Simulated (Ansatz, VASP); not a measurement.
Zr3PbW3: VASP beside Ansatz

```
Zr Pb W
1.0
     5.19033    0.00000    0.00000
     0.00000    5.19033    0.00000
     0.00000    0.00000    5.19033
Zr Pb W
3 1 3
Direct
  0.50000 0.50000 0.00000
  0.00000 0.50000 0.50000
  0.50000 0.00000 0.50000
  0.50000 0.50000 0.50000
  0.50000 0.00000 0.00000
  0.00000 0.50000 0.00000
  0.00000 0.00000 0.50000
```

Change from the starting cell: species swapped into the La3GaBr3 type (Pm-3m, No. 221).

Alike in both runs: task relaxation of cell and atoms; functional PBE; k mesh 4 × 4 × 4; occupations gaussian, width 0.1 eV; no spin polarisation.

```csv
,VASP,Ansatz
version,VASP 6.6.1,Ansatz 0.2.0
potentials or method,"VASP PAW PBE potentials, release 64 (Zr_sv, Pb_d, W_sv), cutoff 600 eV","scalar-relativistic, plane waves, PAW"
valence electrons in the cell,92,92
```

```csv
,VASP,Ansatz,Ansatz less VASP
"gap on the k mesh at the Fermi level, each at its own relaxed structure (eV)",none,none,-
relaxed volume (Å³/atom),24.16,24.10,-0.059
relaxed length of the cell vector where the two differ most in proportion (Å),5.530,5.526,-0.0045
```

A gap of «none» marks a metal or a gap that the smearing closes.

Spin-orbit coupling is off throughout. Noted on VASP's run: the volume moved by over 15 % at a fixed basis, so the end points are rough.
